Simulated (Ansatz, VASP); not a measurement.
C: VASP beside Ansatz

The input POSCAR:

```
C
1.0
   -0.0852631213      1.7418037633      1.7418037633
    1.7418037633     -0.0852631213      1.7418037633
    1.7418037633      1.7418037633     -0.0852631213
C
2
Direct
    0.5000000000      0.5000000000      0.5000000000
    0.7500000000      0.7500000000      0.7500000000
```

The input INCAR.step1:

```
SYSTEM = C
  ALGO = Normal
  EDIFF = 1E-4
  ENCUT = 520
  GGA = PE
  ISMEAR = 0
  LASPH = .TRUE.
  LCHARG = .FALSE.
  LREAL = .FALSE.
  LWAVE = .TRUE.
  NBANDS = 11
  NELM = 100
  PREC = Accurate
  SIGMA = 0.05
```

Contents of INCAR.step2:

```
SYSTEM = C
  ALGO = Normal
  EDIFF = 1E-7
  ENCUT = 520
  ISIF = 2
  ISMEAR = 0
  ISTART = 1
  LASPH = .TRUE.
  LCHARG = .FALSE.
  LMIXTAU = .TRUE.
  LREAL = .FALSE.
  LWAVE = .FALSE.
  METAGGA = R2SCAN
  NBANDS = 11
  NELM = 100
  PREC = Accurate
  SIGMA = 0.05
```

File KPOINTS:

```
k-points
0
G
  12 12 12
  0 0 0
```

Input for Ansatz:

```yaml
crystal:
  lattice:
    - [-0.0852631213, 1.7418037633, 1.7418037633]
    - [1.7418037633, -0.0852631213, 1.7418037633]
    - [1.7418037633, 1.7418037633, -0.0852631213]
  atoms:
    - { symbol: C, position: [0.5, 0.5, 0.5] }
    - { symbol: C, position: [0.75, 0.75, 0.75] }
basis:
  ecutwfc: 500
kpoints:
  mp_grid: { grid: [12, 12, 12] }
hamiltonian:
  xc: r2scan
scf:
  occupations: { method: gaussian, width: 0.05 }
output:
  forces: true
  stress: true
  eigenvalues: true
```

Alike in both runs: task single point; functional r2SCAN; k mesh 12 × 12 × 12; occupations gaussian, width 0.05 eV; no spin polarisation.

|  | VASP | Ansatz |
| --- | --- | --- |
| version | VASP 6.6.1 | Ansatz 0.2.0 |
| potentials or method | VASP PAW PBE potentials, release 64 (C), cutoff 520 eV | scalar-relativistic, plane waves, PAW |
| valence electrons in the cell | 8 | 8 |

Ansatz gave:

| Item | Value |
| --- | --- |
| gap on the k mesh at the Fermi level (eV) | 4.01 |
| least direct gap on the mesh (eV) | 5.08 |
| pressure (GPa) | 0.7 |
| traceless stress, the component that is largest in VASP (GPa) | 29.38 |
| rms of the force components (eV/Å) | 0.286 |

Task: Which values does VASP return?

Result: gap on the k mesh at the Fermi level (eV): 3.98; least direct gap on the mesh (eV): 5.04; pressure (GPa): 1.8; traceless stress, the component that is largest in VASP (GPa): 29.59; rms of the force components (eV/Å): 0.305.

VASP's potentials were made for PBE, not for r2SCAN. Atom by atom the forces differ by 0.019 eV/Å (rms over components). With one functional, cell and mesh, what is left measures potentials, basis and numerics.
